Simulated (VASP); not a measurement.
# AlN (Pm) in VASP: a series of runs

Runs on AlN. Level: LDA. Tasks: single point.

All numbers are computed with VASP 6.6.1; they aren't measurements. Logs are shortened: lines on timing, memory, paths and dates and some standing lists are left out, and cuts for length are marked.

## (1) The cell of the first run

It takes space group Pm (No. 6, monoclinic). The conventional cell has a = 3.276 Å, b = 4.101 Å, c = 5.674 Å, α = 90.00°, β = 90.00°, γ = 90.00°. Within 2.2 Å of Al (site symmetry m) lie 4 N at 1.65 to 2.12 Å. Al (site symmetry m) has 5 N at 1.89 to 2.05 Å within 2.5 Å. Al (site symmetry m) has 5 N at 1.89 to 2.05 Å within 2.5 Å. Within 2.5 Å of Al (site symmetry m) lie 5 N at 1.89 to 2.05 Å. Within 2.5 Å of N (site symmetry m) lie 5 Al at 1.89 to 2.12 Å. Within 2.5 Å of N (site symmetry m) lie 5 Al at 1.89 to 2.05 Å. Within 2.3 Å of N (site symmetry m) lie 4 Al at 1.72 to 2.05 Å. N (site symmetry m) has 5 Al at 1.65 to 2.05 Å within 2.2 Å.

## (2) Single point, LDA (atom 1 (Al) moved by -0.496 Å along [1 0 0] and +0.248 Å along [1 2 0])

INCAR

```
SYSTEM = AlN
ALGO     = Normal         ! electronic algorithm
EDIFF    = 1E-7           ! SCF threshold, eV
ENCUT    = 520            ! plane-wave cutoff, eV
ISIF     = 2              ! what is computed and relaxed
ISMEAR   = 0              ! smearing method
LASPH    = .TRUE.         ! aspherical terms in the spheres
LCHARG   = .FALSE.        ! write CHGCAR
LREAL    = .FALSE.        ! projectors in reciprocal space
LWAVE    = .FALSE.        ! write WAVECAR
NBANDS   = 26             ! bands
NELM     = 60             ! most SCF steps
PREC     = Accurate       ! precision mode
SIGMA    = 0.05           ! smearing width, eV
```

KPOINTS

```
k-points
0
G
  8 6 4
  0 0 0
```

POSCAR

```
AlN
1.0
   -1.6378403119      2.8368226349      0.0000000000
    0.0000000000      0.0000000000      4.1006264518
    4.9135209358      2.8368226349      0.0000000000
Al N
4 4
Direct
    0.6412757693      0.7500000000      0.1128126477
    1.0000000000      0.7500000000      0.6666666667
    0.0000000000      0.2500000000      0.3333333333
    0.5000000000      0.2500000000      0.8333333333
    0.5000000000      0.2500000000      0.1666666667
    1.0000000000      0.2500000000      0.6666666667
    0.0000000000      0.7500000000      0.3333333333
    0.5000000000      0.7500000000      0.8333333333
```

Potentials or basis: VASP PAW LDA potentials, release 64 (Al, N).

Run with:

```bash
cat potpaw_LDA.64/Al/POTCAR potpaw_LDA.64/N/POTCAR > POTCAR
mpirun -np 1 vasp_std > vasp.out
```

OUTCAR:

```text
SYSTEM = AlN
   EDIFF = 1E-7
   ENCUT = 520
   ISIF = 2
   ISMEAR = 0
   LASPH = .TRUE.
   LREAL = .FALSE.
   NELM = 60
   PREC = Accurate

 ion  position               nearest neighbor table
   1  0.641  0.750  0.113-   8 1.65   7 1.72   5 2.12   5 2.12   7 2.44   4 2.63   4 2.63   3 2.67
                             3 2.67   2 2.79   3 3.19   3 3.19   2 3.29   2 3.35
   2  0.000  0.750  0.667-   8 1.89   8 1.89   7 1.89   6 2.05   6 2.05   4 2.79   4 2.79   4 2.79
                             4 2.79   3 2.79   3 2.79   1 2.79   1 3.29   1 3.35
   3  0.000  0.250  0.333-   5 1.89   5 1.89   6 1.89   7 2.05   7 2.05   1 2.67   1 2.67   2 2.79
                             2 2.79   1 3.19   1 3.19   4 3.28   4 3.28   4 3.28   4 3.28
   4  0.500  0.250  0.833-   6 1.89   6 1.89   5 1.89   8 2.05   8 2.05   1 2.63   1 2.63   2 2.79
                             2 2.79   2 2.79   2 2.79   3 3.28   3 3.28   3 3.28   3 3.28
   5  0.500  0.250  0.167-   3 1.89   3 1.89   4 1.89   1 2.12   1 2.12
   6  0.000  0.250  0.667-   4 1.89   4 1.89   3 1.89   2 2.05   2 2.05
   7  0.000  0.750  0.333-   1 1.72   2 1.89   3 2.05   3 2.05   1 2.44
   8  0.500  0.750  0.833-   1 1.65   2 1.89   2 1.89   4 2.05   4 2.05

  LATTYP: Found a simple orthorhombic cell.
 ALAT       =     3.2756806238
 B/A-ratio  =     1.2518395176
 C/A-ratio  =     1.7320508076

  Lattice vectors:

 A1 = (  -1.6378403119,   2.8368226349,   0.0000000000)
 A2 = (   0.0000000000,   0.0000000000,   4.1006264518)
 A3 = (   4.9135209358,   2.8368226349,   0.0000000000)

Analysis of symmetry for initial positions (statically):
=====================================================================
 Subroutine PRICEL returns:
 Original cell was already a primitive cell.

 Routine SETGRP: Setting up the symmetry group for a
 simple orthorhombic supercell.

 Subroutine GETGRP returns: Found  2 space group operations
 (whereof  1 operations were pure point group operations)
 out of a pool of  8 trial point group operations.

The static configuration has the point symmetry C_1 .
 The point group associated with its full space group is C_1h.

Analysis of symmetry for dynamics (positions and initial velocities):
=====================================================================
 Subroutine PRICEL returns:
 Original cell was already a primitive cell.

 Routine SETGRP: Setting up the symmetry group for a
 simple orthorhombic supercell.

 Subroutine GETGRP returns: Found  2 space group operations
 (whereof  1 operations were pure point group operations)
 out of a pool of  8 trial point group operations.

The dynamic configuration has the point symmetry C_1 .
 The point group associated with its full space group is C_1h.

 Subroutine INISYM returns: Found  2 space group operations
 (whereof  1 operations are pure point group operations),
 and found     1 'primitive' translations

----------------------------------------------------------------------------------------

                                     Primitive cell

  volume of cell :      76.2103

  direct lattice vectors                    reciprocal lattice vectors
    -1.637840312  2.836822635  0.000000000    -0.152640033  0.264380293  0.000000000
     0.000000000  0.000000000  4.100626452     0.000000000  0.000000000  0.243865178
     4.913520936  2.836822635  0.000000000     0.152640033  0.088126764  0.000000000

  length of vectors
     3.275680624  4.100626452  5.673645270     0.305280067  0.243865178  0.176253529

  position of ions in fractional coordinates (direct lattice)
     0.641275769  0.750000000  0.112812648
     0.000000000  0.750000000  0.666666667
     0.000000000  0.250000000  0.333333333
     0.500000000  0.250000000  0.833333333
     0.500000000  0.250000000  0.166666667
     0.000000000  0.250000000  0.666666667
     0.000000000  0.750000000  0.333333333
     0.500000000  0.750000000  0.833333333

  ion indices of the primitive-cell ions
   primitive index   ion index
                 1           1
                 2           2
                 3           3
                 4           4
                 5           5
                 6           6
                 7           7
                 8           8

----------------------------------------------------------------------------------------

 KPOINTS: k-points

Automatic generation of k-mesh.
 Grid dimensions read from file:
 generate k-points for:    8    6    4

 Generating k-lattice:

  Cartesian coordinates                     Fractional coordinates (reciprocal lattice)
    -0.019080004  0.033047537  0.000000000     0.125000000  0.000000000  0.000000000
     0.000000000  0.000000000  0.040644196     0.000000000  0.166666667  0.000000000
     0.038160008  0.022031691  0.000000000     0.000000000  0.000000000  0.250000000

  Length of vectors
     0.038160008  0.040644196  0.044063382

  Shift w.r.t. Gamma in fractional coordinates (k-lattice)
     0.000000000  0.000000000  0.000000000

 Subroutine IBZKPT returns following result:
 ===========================================

 Found     72 irreducible k-points:

 Following reciprocal coordinates:
            Coordinates               Weight
  0.000000  0.000000  0.000000      1.000000
  0.125000  0.000000  0.000000      2.000000
  0.250000  0.000000  0.000000      2.000000
  0.375000  0.000000  0.000000      2.000000
  0.500000  0.000000  0.000000      1.000000
  0.000000  0.166667  0.000000      2.000000
[... 16 lines left out ...]
  0.125000  0.000000 -0.250000      2.000000
  0.250000  0.000000  0.250000      2.000000
 [... further k-points ...]
   k-points           NKPTS =     72   k-points in BZ     NKDIM =     72   number of bands    NBANDS=     26
   number of dos      NEDOS =    301   number of ions     NIONS =      8
   total plane-waves  NPLWV =  30240
   dimension x,y,z NGX =    24 NGY =   30 NGZ =   42
   dimension x,y,z NGXF=    48 NGYF=   60 NGZF=   84
   ions per type =               4   4
   NGX,Y,Z   is equivalent  to a cutoff of  12.18, 12.16, 12.31 a.u.
   NGXF,Y,Z  is equivalent  to a cutoff of  24.36, 24.32, 24.61 a.u.
 SYSTEM =  AlN
   PREC   = accura    normal or accurate (medium, high low for compatibility)
   ISTART =      0    job   : 0-new  1-cont  2-samecut
   ICHARG =      2    charge: 1-file 2-atom 10-const
   ISPIN  =      1    spin polarized calculation?
   LNONCOLLINEAR =      F non collinear calculations
   LSORBIT =      F    spin-orbit coupling
   LASPH  =      T    aspherical Exc in radial PAW
   ENCUT  =  520.0 eV  38.22 Ry    6.18 a.u.   6.09  7.62 10.55*2*pi/ulx,y,z
   NELM   =     60;   NELMIN=  2; NELMDL= -5     # of ELM steps
   EDIFF  = 0.1E-06   stopping-criterion for ELM
   LREAL  =      F    real-space projection
   EDIFFG = 0.1E-05   stopping-criterion for IOM
   NSW    =      0    number of steps for IOM
   IBRION =     -1    ionic relax: 0-MD 1-quasi-New 2-CG
   NFREE  =      0    steps in history (QN), initial steepest desc. (CG)
   ISIF   =      2    stress and relaxation
   ISYM   =      2    0-nonsym 1-usesym 2-fastsym
   POTIM  = 0.5000    time-step for ionic-motion
   TEBEG  =    0.0;   TEEND  =   0.0 temperature during run
   PSTRESS=    0.0 pullay stress
   NELECT =      32.0000    total number of electrons
   NUPDOWN=      -1.0000    fix difference up-down
   EMIN   =  10.00;   EMAX   =-10.00  energy-range for DOS
   EFERMI =   0.00;   METHOD = LEGACY
   ISMEAR =     0;   SIGMA  =   0.05  broadening in eV -4-tet -1-fermi 0-gaus
   EFERMI_NEDOS =   21; number of points for ismear=-14 and -15
   IALGO  =     38    algorithm
   IMIX   =      4    mixing-type and parameters
     AMIX     =   0.40;   BMIX     =  1.00
     AMIX_MAG =   1.60;   BMIX_MAG =  1.00
  volume/ion in A,a.u.               =       9.53        64.29
  Fermi-wavevector in a.u.,A,eV,Ry     =   1.225896  2.316607 20.447110  1.502820
  Thomas-Fermi vector in A             =   2.360917
   LORBIT       =      0    0 simple, 1 ext, 2 COOP (PROOUT), +10 PAW based schemes
   GGA     = CA    functional components
   LHFCALC =     F    Hartree Fock is set to
   AEXX    =    0.0000 exact exchange contribution
   IVDW    =     0    specifies the selected vdW correction
   LEPSILON=     F    determine dielectric tensor
   LRPA    =     F    only Hartree local field effects (RPA)
 non-spin polarized calculation
 Gauss-broadening in eV      SIGMA  =   0.05
  energy-cutoff  :      520.00
  volume of cell :       76.21
 maximum number of plane-waves:      2088
   NGX = 13   NGY = 15   NGZ = 21

 number of electron      32.0000003 magnetization

 Free energy of the ion-electron system (eV)
  ---------------------------------------------------
  ext. energy  EPLUGINS =         0.00000000
  ---------------------------------------------------
  free energy    TOTEN  =       -62.91068243 eV

  energy without entropy =      -62.91068243  energy(sigma->0) =      -62.91068243

 E-fermi :   8.4302     XC(G=0): -11.6735

 val. band max:        8.2092299337   @ k =   0.0000   0.0000   0.0000
 cond. band min:      10.7195515623   @ k =   0.0000   0.0000   0.0000
 fundamental gap:      2.5103216286
 Fermi energy:         8.4302173620

 k-point     1 :       0.0000    0.0000    0.0000
  band No.  band energies     occupation
      1      -9.0831      2.00000
      2      -6.6653      2.00000
      3      -5.9400      2.00000
      4      -4.5425      2.00000
      5       0.8165      2.00000
      6       1.4079      2.00000
[... 18 lines left out ...]
     25      17.3647      0.00000
     26      18.9942      0.00000

 k-point     2 :       0.1250    0.0000    0.0000
  band No.  band energies     occupation
      1      -8.9478      2.00000
      2      -6.5579      2.00000
      3      -5.9661      2.00000
      4      -4.5489      2.00000
      5       0.9611      2.00000
      6       1.3056      2.00000
[... 18 lines left out ...]
     25      18.1602      0.00000
[... 608 lines left out ...]
     25      17.5348      0.00000
     26      18.2835      0.00000

 k-point    24 :       0.2500    0.0000    0.2500
  band No.  band energies     occupation
      1      -8.4418      2.00000
      2      -6.8338      2.00000
      3      -5.6839      2.00000
      4      -4.5750      2.00000
      5       1.2888      2.00000
      6       1.5193      2.00000
[... 18 lines left out ...]
     25      17.8133      0.00000
     26      18.3585      0.00000

 [... further k-points ...]

------------------------ aborting loop because EDIFF is reached ----------------------------------------

  FORCE on cell =-STRESS in cart. coord.  units (eV):
  Direction    XX          YY          ZZ          XY          YZ          ZX
  --------------------------------------------------------------------------------------
  -------------------------------------------------------------------------------------
  Total        3.6771713      8.0238313      0.5343704      5.8241888      0.0000000      0.0000000
  in kB       77.3055196    168.6857638     11.2341192    122.4424707      0.0000000      0.0000000
  external PRESSURE =      85.7418009 kB  Pullay stress =       0.0000000 kB

 VOLUME and BASIS-vectors are now :
 -----------------------------------------------------------------------------
  energy-cutoff  :      520.00
  volume of cell :       76.21
      direct lattice vectors                 reciprocal lattice vectors
    -1.637840312  2.836822635  0.000000000    -0.152640033  0.264380293  0.000000000
     0.000000000  0.000000000  4.100626452     0.000000000  0.000000000  0.243865178
     4.913520936  2.836822635  0.000000000     0.152640033  0.088126764  0.000000000

 POSITION                                       TOTAL-FORCE (eV/Angst)
 -----------------------------------------------------------------------------------
     -0.49600      2.13922      3.07547         6.886350      0.278037      0.000000
      3.27568      1.89122      3.07547        -1.968485     -0.813342      0.000000
      1.63784      0.94561      1.02516        -0.370743      0.525697      0.000000
      3.27568      3.78243      1.02516         0.098878     -0.498960      0.000000
      0.00000      1.89122      1.02516        -1.850628      0.248397      0.000000
      3.27568      1.89122      1.02516         0.573737      0.388067      0.000000
      1.63784      0.94561      3.07547         0.177142      2.583836      0.000000
      3.27568      3.78243      3.07547        -3.546251     -2.711731      0.000000
 -----------------------------------------------------------------------------------
    total drift:                                0.000032      0.000004     -0.000000

  FREE ENERGIE OF THE ION-ELECTRON SYSTEM (eV)
  ---------------------------------------------------
  free  energy   TOTEN  =       -62.9106824274 eV

  energy  without entropy=      -62.9106824274  energy(sigma->0) =      -62.91068243
```

Wall time 56 s (1 thread of AMD EPYC 9R45 (Zen 5), shared host); peak memory 0.19 GiB.

What came out:

- Free energy: -62.9107 eV
- Pressure: 8.6 GPa
- Largest force: 6.892 eV/Å
- Band gap on the k mesh: 2.51 eV

Forces in eV/Å, atoms in the order of the input:
```
Al   6.886  0.278  0.000
Al  -1.968 -0.813  0.000
Al  -0.371  0.526  0.000
Al   0.099 -0.499  0.000
N   -1.851  0.248  0.000
N    0.574  0.388  0.000
N    0.177  2.584  0.000
N   -3.546 -2.712  0.000
```

Stress tensor (GPa, compression positive):
```
 7.73 12.24  0.00
12.24 16.87  0.00
 0.00  0.00  1.12
```

Caveat: the cell differs from its parent crystal (atom 1 (Al) moved by -0.496 Å along [1 0 0] and +0.248 Å along [1 2 0]); the stress differs along the axes, from 1 to 17 GPa; forces of over 1 eV/Å act on the atoms, so gaps and moduli don't describe the material at rest. A k mesh can miss the band edges.

[end of part 1 of 2]
